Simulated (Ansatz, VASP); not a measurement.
**Two plane-wave programs on Ga4BAs3**

```
Ga B As
1.0
     5.52277    0.00060   -0.00124
     0.00042    5.53959    0.00003
    -0.00119    0.00001    5.53192
Ga B As
4 1 3
Direct
  0.21966 0.22010 0.21996
  0.78035 0.78006 0.21983
  0.78021 0.22011 0.78012
  0.21973 0.77999 0.78004
  0.00006 0.99994 0.99996
  0.50003 0.99986 0.49998
  0.99995 0.49997 0.50001
  0.50000 0.49997 0.00010
```

Change from the starting cell: cell x1, atoms moved at random (sigma 0.1 Å) and cell strained at random (1.5 %), then relaxed without symmetry.

Alike in both runs: functional PBE; k mesh 4 × 4 × 4; occupations gaussian, width 0.2 eV; no spin polarisation.

Ansatz relaxed the structure, and its values are those at the end. VASP's run is a single point on that final structure, the one shown.

```csv
,VASP,Ansatz
version,VASP 6.6.1,Ansatz 0.2.0
potentials or method,"VASP PAW PBE potentials, release 64 (Ga_d, B, As), cutoff 520 eV","scalar-relativistic, plane waves, PAW"
valence electrons in the cell,70,100
```

|  | VASP | Ansatz | Ansatz less VASP |
| --- | --- | --- | --- |
| gap on the k mesh at the Fermi level (eV) | none | none | - |
| pressure (GPa) | 0.1 | 0.0 | -0.13 |
| rms of the force components (eV/Å) | 0.004 | 0.001 | -0.0032 |

A gap of «none» marks a metal or a gap that the smearing closes. VASP's potentials hold 70 valence electrons a cell and Ansatz's 100, so a difference there can come from the potentials and not from the codes.
